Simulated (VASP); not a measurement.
# LiCl (F-43m) in VASP: a series of runs

The runs below take LiCl through single point, with PBE-based screened hybrid with 100 % exact exchange, HSE06.

Program: VASP 6.6.1. These are calculated values, not measurements. Logs are shortened: lines on timing, memory, paths and dates and some standing lists are left out, and cuts for length are marked.

### 1 The cell of the first run

Symmetry: F-43m, No. 216, cubic system. The conventional cell has a = 5.466 Å, b = 5.466 Å, c = 5.466 Å, α = 90.00°, β = 90.00°, γ = 90.00°. Within 3.1 Å of Li (site symmetry -43m) lie 4 Cl at 2.37 Å. Cl (site symmetry -43m) has 4 Li at 2.37 Å within 3.1 Å.

### 2 Single point, PBE-based screened hybrid with 100 % exact exchange

The input, POSCAR:

```
LiCl
1.0
    0.0000000000      2.7330425439      2.7330425439
    2.7330425439      0.0000000000      2.7330425439
    2.7330425439      2.7330425439      0.0000000000
Li Cl
1 1
Direct
    0.0000000000      0.0000000000      0.0000000000
    0.2500000000      0.2500000000      0.2500000000
```

The input, INCAR.step1:

```
SYSTEM = LiCl
PREC = Accurate ; ENCUT = 520
EDIFF = 1E-5 ; ISMEAR = 0
SIGMA = 0.01 ; LREAL = .False.
LASPH = .True. ; NELM = 100
ALGO = Normal ; ISIF = 2
LWAVE = .True. ; NBANDS = 12
GGA = PE
```

The input, INCAR.step2:

```
SYSTEM = LiCl
PREC = Accurate ; ENCUT = 520
EDIFF = 1E-6 ; ISMEAR = 0
SIGMA = 0.01 ; LREAL = .False.
LASPH = .True. ; NELM = 100
ALGO = Normal ; ISIF = 2
LWAVE = .False. ; LCHARG = .True.
GGA = PE ; LHFCALC = .True.
AEXX = 1.0 ; HFSCREEN = 0.1
PRECFOCK = Normal ; LELF = .True.
LVHAR = .True. ; NBANDS = 12
ISTART = 1 ; ALDAC = 1.0
AGGAC = 1.0
```

The input, KPOINTS:

```
regular mesh
0
Gamma
  4 4 4
  0 0 0
```

Potentials or basis: VASP PAW PBE potentials, release 64 (Li_sv, Cl).

The run is started by

```
$ cat potpaw_PBE.64/Li_sv/POTCAR potpaw_PBE.64/Cl/POTCAR > POTCAR
$ cp INCAR.step1 INCAR
$ mpirun -np 1 vasp_std > vasp.out
$ cp INCAR.step2 INCAR
$ mpirun -np 1 vasp_std > vasp.out
```

OUTCAR:

```text
SYSTEM = LiCl
   PREC = Accurate
   ENCUT = 520
   EDIFF = 1E-6
   ISMEAR = 0
   LREAL = .False.
   LASPH = .True.
   NELM = 100
   ISIF = 2
   GGA = PE
   LHFCALC = .True.
   AEXX = 1.0
   HFSCREEN = 0.1
   PRECFOCK = Normal
   ISTART = 1

 ion  position               nearest neighbor table
   1  0.000  0.000  0.000-   2 2.37   2 2.37   2 2.37   2 2.37
   2  0.250  0.250  0.250-   1 2.37   1 2.37   1 2.37   1 2.37

  LATTYP: Found a face centered cubic cell.
 ALAT       =     5.4660850878

  Lattice vectors:

 A1 = (   0.0000000000,   2.7330425439,   2.7330425439)
 A2 = (   2.7330425439,   0.0000000000,   2.7330425439)
 A3 = (   2.7330425439,   2.7330425439,   0.0000000000)

Analysis of symmetry for initial positions (statically):
=====================================================================
 Subroutine PRICEL returns:
 Original cell was already a primitive cell.

 Routine SETGRP: Setting up the symmetry group for a
 face centered cubic supercell.

 Subroutine GETGRP returns: Found 24 space group operations
 (whereof 24 operations were pure point group operations)
 out of a pool of 48 trial point group operations.

The static configuration has the point symmetry T_d .

Analysis of symmetry for dynamics (positions and initial velocities):
=====================================================================
 Subroutine PRICEL returns:
 Original cell was already a primitive cell.

 Routine SETGRP: Setting up the symmetry group for a
 face centered cubic supercell.

 Subroutine GETGRP returns: Found 24 space group operations
 (whereof 24 operations were pure point group operations)
 out of a pool of 48 trial point group operations.

The dynamic configuration has the point symmetry T_d .

 Subroutine INISYM returns: Found 24 space group operations
 (whereof 24 operations are pure point group operations),
 and found     1 'primitive' translations

----------------------------------------------------------------------------------------

                                     Primitive cell

  volume of cell :      40.8290

  direct lattice vectors                    reciprocal lattice vectors
     0.000000000  2.733042544  2.733042544    -0.182946292  0.182946292  0.182946292
     2.733042544  0.000000000  2.733042544     0.182946292 -0.182946292  0.182946292
     2.733042544  2.733042544  0.000000000     0.182946292  0.182946292 -0.182946292

  length of vectors
     3.865105832  3.865105832  3.865105832     0.316872273  0.316872273  0.316872273

  position of ions in fractional coordinates (direct lattice)
     0.000000000  0.000000000  0.000000000
     0.250000000  0.250000000  0.250000000

  ion indices of the primitive-cell ions
   primitive index   ion index
                 1           1
                 2           2

----------------------------------------------------------------------------------------

 KPOINTS: regular mesh

Automatic generation of k-mesh.
 Grid dimensions read from file:
 generate k-points for:    4    4    4

 Generating k-lattice:

  Cartesian coordinates                     Fractional coordinates (reciprocal lattice)
    -0.045736573  0.045736573  0.045736573     0.250000000  0.000000000  0.000000000
     0.045736573 -0.045736573  0.045736573     0.000000000  0.250000000  0.000000000
     0.045736573  0.045736573 -0.045736573     0.000000000  0.000000000  0.250000000

  Length of vectors
     0.079218068  0.079218068  0.079218068

  Shift w.r.t. Gamma in fractional coordinates (k-lattice)
     0.000000000  0.000000000  0.000000000

 Subroutine IBZKPT returns following result:
 ===========================================

 Found      8 irreducible k-points:

 Following reciprocal coordinates:
            Coordinates               Weight
  0.000000  0.000000  0.000000      1.000000
  0.250000  0.000000  0.000000      8.000000
  0.500000  0.000000  0.000000      4.000000
  0.250000  0.250000  0.000000      6.000000
  0.500000  0.250000  0.000000     24.000000
 -0.250000  0.250000  0.000000     12.000000
  0.500000  0.500000  0.000000      3.000000
 -0.250000  0.500000  0.250000      6.000000
   k-points           NKPTS =      8   k-points in BZ     NKDIM =     64   number of bands    NBANDS=     12
   number of dos      NEDOS =    301   number of ions     NIONS =      2
   total plane-waves  NPLWV =  27000
   dimension x,y,z NGX =    30 NGY =   30 NGZ =   30
   dimension x,y,z NGXF=    60 NGYF=   60 NGZF=   60
   ions per type =               1   1
   NGX,Y,Z   is equivalent  to a cutoff of  12.90, 12.90, 12.90 a.u.
   NGXF,Y,Z  is equivalent  to a cutoff of  25.81, 25.81, 25.81 a.u.
 SYSTEM =  LiCl
   PREC   = accura    normal or accurate (medium, high low for compatibility)
   ISTART =      1    job   : 0-new  1-cont  2-samecut
   ICHARG =      0    charge: 1-file 2-atom 10-const
   ISPIN  =      1    spin polarized calculation?
   LNONCOLLINEAR =      F non collinear calculations
   LSORBIT =      F    spin-orbit coupling
   LASPH  =      T    aspherical Exc in radial PAW
   ENCUT  =  520.0 eV  38.22 Ry    6.18 a.u.   7.19  7.19  7.19*2*pi/ulx,y,z
   NELM   =    100;   NELMIN=  2; NELMDL=  0     # of ELM steps
   EDIFF  = 0.1E-05   stopping-criterion for ELM
   LREAL  =      F    real-space projection
   EDIFFG = 0.1E-04   stopping-criterion for IOM
   NSW    =      0    number of steps for IOM
   IBRION =     -1    ionic relax: 0-MD 1-quasi-New 2-CG
   NFREE  =      0    steps in history (QN), initial steepest desc. (CG)
   ISIF   =      2    stress and relaxation
   ISYM   =      3    0-nonsym 1-usesym 2-fastsym
   POTIM  = 0.5000    time-step for ionic-motion
   TEBEG  =    0.0;   TEEND  =   0.0 temperature during run
   PSTRESS=    0.0 pullay stress
   NELECT =      10.0000    total number of electrons
   NUPDOWN=      -1.0000    fix difference up-down
   EMIN   =  10.00;   EMAX   =-10.00  energy-range for DOS
   EFERMI =   0.00;   METHOD = LEGACY
   ISMEAR =     0;   SIGMA  =   0.01  broadening in eV -4-tet -1-fermi 0-gaus
   EFERMI_NEDOS =   21; number of points for ismear=-14 and -15
   IALGO  =     38    algorithm
   IMIX   =      1    mixing-type and parameters
     AMIX     =   0.40;   BMIX     =  1.00
     AMIX_MAG =   1.60;   BMIX_MAG =  1.00
  volume/ion in A,a.u.               =      20.41       137.76
  Fermi-wavevector in a.u.,A,eV,Ry     =   1.024279  1.935607 14.274529  1.049148
  Thomas-Fermi vector in A             =   2.158058
   LORBIT       =      0    0 simple, 1 ext, 2 COOP (PROOUT), +10 PAW based schemes
   GGA     = PE    functional components
   LHFCALC =     T    Hartree Fock is set to
   PRECFOCK=normal    Normal, Fast or Accurate (Low or Medium for compatibility)
   ENCUT4O =  -1.0   cutoff for four orbital integrals eV
   NKREDX  =     1    reduce k-point grid by
   NKREDY  =     1    reduce k-point grid by
   NKREDZ  =     1    reduce k-point grid by
   AEXX    =    1.0000 exact exchange contribution
   HFSCREEN=    0.1000 screening length (either q_TF or 0.3 A-1)
   HFSCREENC=   0.1000 screening length for correlation (either q_TF or 0.3 A-1)
   ENCUTFOCK=  -1.0 apply spherical cutoff to Coloumb kernel
   IVDW    =     0    specifies the selected vdW correction
   LEPSILON=     F    determine dielectric tensor
   LRPA    =     F    only Hartree local field effects (RPA)
 non-spin polarized calculation
 Gauss-broadening in eV      SIGMA  =   0.01
  energy-cutoff  :      520.00
  volume of cell :       40.83
 maximum number of plane-waves:      1124
 NGX is ok and might be reduce to    30
  NGX = 24; NGY = 24; NGZ = 24

 number of electron      10.0000001 magnetization

 Free energy of the ion-electron system (eV)
  ---------------------------------------------------
  ext. energy  EPLUGINS =         0.00000000
  ---------------------------------------------------
  free energy    TOTEN  =       -12.89921322 eV

  energy without entropy =      -12.89921322  energy(sigma->0) =      -12.89921322

 E-fermi :  -5.9711     XC(G=0):  -1.9674

 val. band max:       -6.0938284647   @ k =   0.0000   0.0000   0.0000
 cond. band min:       6.8787974835   @ k =   0.0000   0.0000   0.0000
 fundamental gap:     12.9726259482
 Fermi energy:        -5.9710978699

 k-point     1 :       0.0000    0.0000    0.0000
  band No.  band energies     occupation
      1     -59.7748      2.00000
      2     -23.6135      2.00000
      3      -6.0938      2.00000
      4      -6.0938      2.00000
      5      -6.0938      2.00000
      6       6.8788      0.00000
      7      11.9324      0.00000
      8      11.9324      0.00000
      9      11.9324      0.00000
     10      16.8781      0.00000
     11      16.8781      0.00000
     12      19.3645      0.00000

 k-point     2 :       0.2500    0.0000    0.0000
  band No.  band energies     occupation
      1     -59.7736      2.00000
      2     -23.4119      2.00000
      3      -7.4908      2.00000
      4      -6.2828      2.00000
      5      -6.2828      2.00000
      6       8.3389      0.00000
      7      12.0775      0.00000
      8      12.3347      0.00000
      9      12.3347      0.00000
     10      15.8671      0.00000
     11      15.8671      0.00000
     12      17.5698      0.00000

 k-point     3 :       0.5000    0.0000    0.0000
  band No.  band energies     occupation
      1     -59.7724      2.00000
      2     -23.1953      2.00000
      3      -8.6789      2.00000
      4      -6.4623      2.00000
      5      -6.4623      2.00000
      6       9.5814      0.00000
      7      11.9476      0.00000
      8      11.9476      0.00000
      9      12.0241      0.00000
     10      18.3364      0.00000
     11      18.9131      0.00000
     12      18.9131      0.00000

 k-point     4 :       0.2500    0.2500    0.0000
  band No.  band energies     occupation
      1     -59.7732      2.00000
      2     -23.3466      2.00000
      3      -7.3097      2.00000
      4      -6.6469      2.00000
      5      -6.6469      2.00000
      6       8.1638      0.00000
      7      11.6711      0.00000
      8      13.0680      0.00000
      9      13.5318      0.00000
     10      13.5318      0.00000
     11      18.0210      0.00000
     12      21.3567      0.00000

 k-point     5 :       0.5000    0.2500    0.0000
  band No.  band energies     occupation
      1     -59.7720      2.00000
      2     -23.1312      2.00000
      3      -8.2104      2.00000
      4      -7.1549      2.00000
      5      -6.8192      2.00000
      6       8.8601      0.00000
      7      11.3311      0.00000
      8      13.4105      0.00000
      9      13.7003      0.00000
     10      15.8887      0.00000
     11      19.0459      0.00000
     12      19.8308      0.00000

 k-point     6 :      -0.2500    0.2500    0.0000
  band No.  band energies     occupation
      1     -59.7724      2.00000
      2     -23.2013      2.00000
      3      -8.0264      2.00000
      4      -7.2075      2.00000
      5      -6.4701      2.00000
      6       9.9980      0.00000
      7      10.5798      0.00000
      8      13.0248      0.00000
      9      13.1199      0.00000
     10      15.1570      0.00000
     11      17.8860      0.00000
     12      19.7368      0.00000

 k-point     7 :       0.5000    0.5000    0.0000
  band No.  band energies     occupation
      1     -59.7715      2.00000
      2     -23.0644      2.00000
      3      -8.2564      2.00000
      4      -7.1485      2.00000
      5      -7.1485      2.00000
      6       7.3416      0.00000
      7      10.8504      0.00000
      8      15.7485      0.00000
      9      16.3299      0.00000
     10      16.3299      0.00000
     11      19.9520      0.00000
     12      19.9660      0.00000

 k-point     8 :      -0.2500    0.5000    0.2500
  band No.  band energies     occupation
      1     -59.7716      2.00000
      2     -23.0599      2.00000
      3      -7.8654      2.00000
      4      -7.6021      2.00000
      5      -7.2750      2.00000
      6       8.9817      0.00000
      7      12.0750      0.00000
      8      12.6063      0.00000
      9      14.0225      0.00000
     10      16.6559      0.00000
     11      19.3074      0.00000
     12      19.3632      0.00000

------------------------ aborting loop because EDIFF is reached ----------------------------------------

  FORCE on cell =-STRESS in cart. coord.  units (eV):
  Direction    XX          YY          ZZ          XY          YZ          ZX
  --------------------------------------------------------------------------------------
  -------------------------------------------------------------------------------------
  Total       -0.4514656     -0.4514656     -0.4514656      0.0000000      0.0000000     -0.0000000
  in kB      -17.7160159    -17.7160159    -17.7160159      0.0000000      0.0000000     -0.0000000
  external PRESSURE =     -17.7160159 kB  Pullay stress =       0.0000000 kB

 VOLUME and BASIS-vectors are now :
 -----------------------------------------------------------------------------
  energy-cutoff  :      520.00
  volume of cell :       40.83
      direct lattice vectors                 reciprocal lattice vectors
     0.000000000  2.733042544  2.733042544    -0.182946292  0.182946292  0.182946292
     2.733042544  0.000000000  2.733042544     0.182946292 -0.182946292  0.182946292
     2.733042544  2.733042544  0.000000000     0.182946292  0.182946292 -0.182946292

 POSITION                                       TOTAL-FORCE (eV/Angst)
 -----------------------------------------------------------------------------------
      0.00000      0.00000      0.00000        -0.000000     -0.000000     -0.000000
      1.36652      1.36652      1.36652         0.000000      0.000000      0.000000
 -----------------------------------------------------------------------------------
    total drift:                                0.000019     -0.000017      0.000005

  FREE ENERGIE OF THE ION-ELECTRON SYSTEM (eV)
  ---------------------------------------------------
  free  energy   TOTEN  =       -12.8992132178 eV

  energy  without entropy=      -12.8992132178  energy(sigma->0) =      -12.89921322
```

It took 56 s on 1 thread of Intel Xeon 6975P-C (Granite Rapids), shared host; peak memory 0.26 GiB.

Results:

| Item | Value |
| --- | --- |
| Free energy | -12.8992 eV |
| Band gap on the k mesh | 12.97 eV |

Caveat: the k points lie up to 0.50 Å⁻¹ apart; the cutoff is under 1.25 times the usual one of these potentials, so pressure, stress and relaxed cells hold a basis-set (Pulay) error; the structure was generated, so it needn't be the stable form of LiCl; the PAW data sets were made with another functional, which shifts forces and pressure a little.

### 3 Single point, HSE06

POSCAR is that of step 2.

The input, INCAR.step1:

```
SYSTEM = LiCl
PREC = Accurate
ENCUT = 520
EDIFF = 1E-5
ISMEAR = 1
SIGMA = 0.5
LREAL = .FALSE.
LASPH = .TRUE.
NELM = 100
ALGO = Normal
ISIF = 2
LWAVE = .TRUE.
GGA = PE
NBANDS = 12
```

The input, INCAR.step2:

```
SYSTEM = LiCl
PREC = Accurate
ENCUT = 520
EDIFF = 1E-7
ISMEAR = 1
SIGMA = 0.5
LREAL = .FALSE.
LASPH = .TRUE.
NELM = 100
ALGO = Normal
ISIF = 2
LWAVE = .FALSE.
LCHARG = .TRUE.
GGA = PE
LHFCALC = .TRUE.
HFSCREEN = 0.2079
PRECFOCK = Normal
LELF = .TRUE.
LVHAR = .TRUE.
ISTART = 1
NBANDS = 12
```

The input, KPOINTS:

```
Automatic mesh
0
G
  4 4 4
  0 0 0
```

Potentials or basis: VASP PAW PBE potentials, release 64 (Li_sv, Cl).

The run is started by

```
$ cat potpaw_PBE.64/Li_sv/POTCAR potpaw_PBE.64/Cl/POTCAR > POTCAR
$ cp INCAR.step1 INCAR
$ mpirun -np 1 vasp_std > vasp.out
$ cp INCAR.step2 INCAR
$ mpirun -np 1 vasp_std > vasp.out
```

Run time: 58 s. Hardware: 1 thread of Intel Xeon 6975P-C (Granite Rapids), shared host; peak memory 0.26 GiB.

It converged, with:

| Item | Value |
| --- | --- |
| Free energy | -8.4720 eV |
| Band gap on the k mesh | 7.36 eV |

Levels at points of the mesh, in eV from the valence-band top:
| k point | band 3 | band 4 | band 5 | band 6 | band 7 | band 8 |
| --- | --- | --- | --- | --- | --- | --- |
| (0.00, 0.00, 0.00) | 0.00 | 0.00 | 0.00 | 7.36 | 11.70 | 11.70 |
| (0.50, 0.00, 0.00) | -2.20 | -0.34 | -0.34 | 9.78 | 11.84 | 11.84 |
| (0.50, 0.50, 0.00) | -1.81 | -0.93 | -0.93 | 7.92 | 11.06 | 15.19 |

Caveat: the k points lie up to 0.50 Å⁻¹ apart; the cutoff is under 1.25 times the usual one of these potentials, so pressure, stress and relaxed cells hold a basis-set (Pulay) error; so wide a smearing shifts energies and pressures; the structure was generated, so it needn't be the stable form of LiCl; the PAW data sets were made with another functional, which shifts forces and pressure a little.

[end of part 1 of 2]
